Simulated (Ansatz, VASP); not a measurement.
# Two plane-wave programs on W

```
CELL_PARAMETERS angstrom
0.00000 2.27346 1.66940
2.27346 0.00000 1.66940
2.27346 2.27346 0.00000
ATOMIC_POSITIONS crystal
W 0.00000 0.00000 0.00000
```

Alike in both runs: task single point; functional PBEsol; k mesh 22 × 22 × 22; occupations gaussian, width 0.15 eV; no spin polarisation.

|  | VASP | Ansatz |
| --- | --- | --- |
| version | VASP 6.6.1 | Ansatz 0.2.0 |
| potentials or method | VASP PAW PBE potentials, release 64 (W_sv), cutoff 500 eV | scalar-relativistic, plane waves, PAW |
| valence electrons in the cell | 14 | 14 |

Ansatz gave:

```
gap on the k mesh at the Fermi level (eV)                     : none
pressure (GPa)                                                : -25.0
traceless stress, the component that is largest in VASP (GPa) : -6.21
```

Question: What did VASP give for the same quantities?

Answer: gap on the k mesh at the Fermi level (eV): none; pressure (GPa): -24.7; traceless stress, the component that is largest in VASP (GPa): -6.20.

VASP's potentials were made for PBE, not for PBEsol, and Ansatz warns of the same on its side. A gap of «none» marks a metal or a gap that the smearing closes.

Spin-orbit coupling is off throughout.
